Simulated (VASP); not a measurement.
Co3Sn2: single point with PBEsol

The system is Co3Sn2.

```
Co Sn
1.0
     4.16314    0.00000    0.00000
    -2.08157    3.60539    0.00000
     0.00000    0.00000    4.99313
Co Sn
3 2
Direct
  0.00000 0.00000 0.74610
  0.00000 0.00000 0.25390
  0.66667 0.33333 0.00000
  0.66667 0.33333 0.50000
  0.33333 0.66667 0.00000
```

```
Program                : VASP 6.6.1
Task                   : single point
Functional             : PBEsol
Potentials or basis    : VASP PAW PBE potentials, release 64 (Co, Sn_d)
Cutoff                 : 520 eV
k mesh                 : 12 × 12 × 8
Occupations            : gaussian, width 0.1 eV
Spin                   : collinear spin, ferromagnetic start
Starting moments       : [1.28, 1.28, 0.61, 0.0, 0.0] μB
Dipole correction      : no
Further INCAR settings : ALGO = Normal; EDIFF = 1e-06; NBANDS = 40
```

```yaml
Pressure: -0.1 GPa
Net_moment: 2.29 μB per cell
Site_moments: Co +1.00, +0.43 (each value once); Sn -0.05 μB
Valence_electrons_inside_the_program's_atomic_spheres: Co 8.21, 8.54 (each value once); Sn 12.44, 12.58
```

Forces on the atoms (eV/Å):
```
Co   0.000  0.000 -0.003
Co   0.000  0.000  0.003
Co   0.000  0.000  0.000
Sn   0.000  0.000  0.000
Sn   0.000  0.000  0.000
```

Levels at points of the mesh, in eV from the Fermi level:
Spin up:
| k point | band 25 | band 26 | band 27 | band 28 | band 29 | band 30 | band 31 | band 32 | band 33 | band 34 |
| --- | --- | --- | --- | --- | --- | --- | --- | --- | --- | --- |
| (0.00, 0.00, 0.00) | -0.58 | -0.58 | -0.39 | 0.60 | 2.27 | 2.27 | 3.44 | 3.71 | 3.71 | 5.30 |
| (0.50, 0.00, 0.00) | -1.03 | -0.94 | -0.90 | -0.82 | -0.65 | -0.15 | 1.51 | 2.65 | 3.74 | 5.20 |
| (0.00, 0.00, 0.50) | -0.89 | -0.75 | -0.75 | 2.13 | 3.39 | 3.61 | 3.61 | 3.93 | 3.93 | 5.11 |
| (0.50, 0.00, 0.50) | -1.15 | -0.99 | -0.91 | -0.64 | -0.45 | 0.71 | 1.98 | 2.71 | 3.55 | 7.27 |
Spin down:
| k point | band 25 | band 26 | band 27 | band 28 | band 29 | band 30 |
| --- | --- | --- | --- | --- | --- | --- |
| (0.00, 0.00, 0.00) | -0.10 | 0.48 | 0.48 | 1.41 | 2.50 | 2.50 |
| (0.50, 0.00, 0.00) | -0.32 | -0.28 | -0.18 | 0.23 | 0.41 | 0.53 |
| (0.00, 0.00, 0.50) | -0.04 | -0.02 | -0.02 | 2.16 | 3.47 | 3.84 |
| (0.50, 0.00, 0.50) | -0.41 | -0.31 | -0.14 | 0.20 | 0.23 | 1.40 |

It took 7.9 min on 1 thread of Oxide Virtual Turin-like Processor, on a shared host, peak memory 0.48 GiB.

Caveat: the PAW data sets were made with another functional, which shifts forces and pressure a little; spin-orbit coupling is left out, which moves the levels of the heavy elements.
